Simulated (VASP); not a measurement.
Set up this calculation in VASP 6.6.1, as the native input.

| Quantity | Value |
| --- | --- |
| Task | single point |
| Functional | r2SCAN |
| Potentials or basis | VASP PAW PBE potentials, release 64 (B, N) |
| Cutoff | 520 eV |
| k mesh | 12 × 12 × 4 |
| Occupations | gaussian, width 0.05 eV |
| Spin | no spin polarisation |
| Dipole correction | no |
| Further INCAR settings | ALGO = Normal; EDIFF = 1e-06; NBANDS = 16 |

BN:

```
B N
1.0
     2.50098    0.00000    0.00000
    -1.25049    2.16591    0.00000
     0.00000    0.00000    6.87416
B N
2 2
Cartesian
  0.0442 1.4881 1.7185
  1.2947 0.7662 5.1556
  0.0000 1.4439 5.1556
  1.2505 0.7220 1.7185
```

This cell differs from its parent crystal: all B atoms moved +0.062 Å, as atom 1 along Cartesian [1 1 0].

These files were run (other wordings do the same):

POSCAR

```
BN
1.0
    2.5009753125      0.0000000000      0.0000000000
   -1.2504876563      2.1659081548      0.0000000000
    0.0000000000      0.0000000000      6.8741616654
B N
2 2
Direct
    0.3612063362      0.6870711209      0.2500000000
    0.6945396695      0.3537377876      0.7500000000
    0.3333333333      0.6666666667      0.7500000000
    0.6666666667      0.3333333333      0.2500000000
```

INCAR.step1

```
PREC     = Accurate       # precision mode
ENCUT    = 520            # plane-wave cutoff, eV
ISMEAR   = 0              # smearing method
SIGMA    = 0.05           # smearing width, eV
LREAL    = F              # projectors in reciprocal space
LASPH    = T              # aspherical terms in the spheres
NELM     = 100            # most SCF steps
NBANDS   = 16             # bands
GGA      = PE             # functional
ALGO     = Normal         # electronic algorithm
EDIFF    = 1E-4           # SCF threshold, eV
LWAVE    = T              # write WAVECAR
LCHARG   = F              # write CHGCAR
```

INCAR.step2

```
PREC     = Accurate       # precision mode
ENCUT    = 520            # plane-wave cutoff, eV
EDIFF    = 1E-6           # SCF threshold, eV
ISMEAR   = 0              # smearing method
SIGMA    = 0.05           # smearing width, eV
LREAL    = F              # projectors in reciprocal space
LASPH    = T              # aspherical terms in the spheres
NELM     = 100            # most SCF steps
ALGO     = Normal         # electronic algorithm
ISIF     = 2              # what is computed and relaxed
LWAVE    = F              # write WAVECAR
LCHARG   = F              # write CHGCAR
METAGGA  = R2SCAN         # meta-GGA
LMIXTAU  = T            
NBANDS   = 16             # bands
ISTART   = 1
```

KPOINTS

```
Automatic mesh
0
Gamma
  12 12 4
```

Potentials or basis: VASP PAW PBE potentials, release 64 (B, N).

Command:

```console
$ cat potpaw_PBE.64/B/POTCAR potpaw_PBE.64/N/POTCAR > POTCAR
$ cp INCAR.step1 INCAR
$ mpirun -np 1 vasp_std > vasp.out
$ cp INCAR.step2 INCAR
$ mpirun -np 1 vasp_std > vasp.out
```

Results of the run:

- Pressure: 1.8 GPa
- Largest force: 2.809 eV/Å
- Band gap on the k mesh: 4.84 eV (least direct gap 5.29 eV)

Caveat: the cell differs from its parent crystal (all B atoms moved +0.062 Å, as atom 1 along Cartesian [1 1 0]); the PAW data sets were made with another functional, which shifts forces and pressure a little.

Wall time 6.6 min on 1 thread of Intel(R) Xeon(R) Platinum 8259CL CPU @ 2.50GHz (Skylake/Cascade Lake), on a shared host, peak memory 0.23 GiB.
